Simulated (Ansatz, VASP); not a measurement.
## La: VASP beside Ansatz

```
CELL_PARAMETERS angstrom
-1.78343 1.78343 1.78343
1.78343 -1.78343 1.78343
1.78343 1.78343 -1.78343
ATOMIC_POSITIONS crystal
La 0.00000 0.00000 0.00000
```

Change from the starting cell: volume scaled by 0.6, PAW files.

Alike in both runs: task single point; functional PBE; k mesh 13 × 13 × 13; occupations fermi-dirac, width 0.08 eV; no spin polarisation.

|  | VASP | Ansatz |
| --- | --- | --- |
| version | VASP 6.6.1 | Ansatz 0.2.0 |
| potentials or method | VASP PAW PBE potentials, release 64 (La) | PAW with Ansatz's default frozen-core files, scalar-relativistic |
| plane-wave cutoff (eV) | 520 | 420 |
| valence electrons in the cell | 11 | 11 |

|  | VASP | Ansatz | Ansatz less VASP |
| --- | --- | --- | --- |
| pressure (GPa) | 27.1 | 27.1 | +0.02 |

Neither program's run includes spin-orbit coupling.
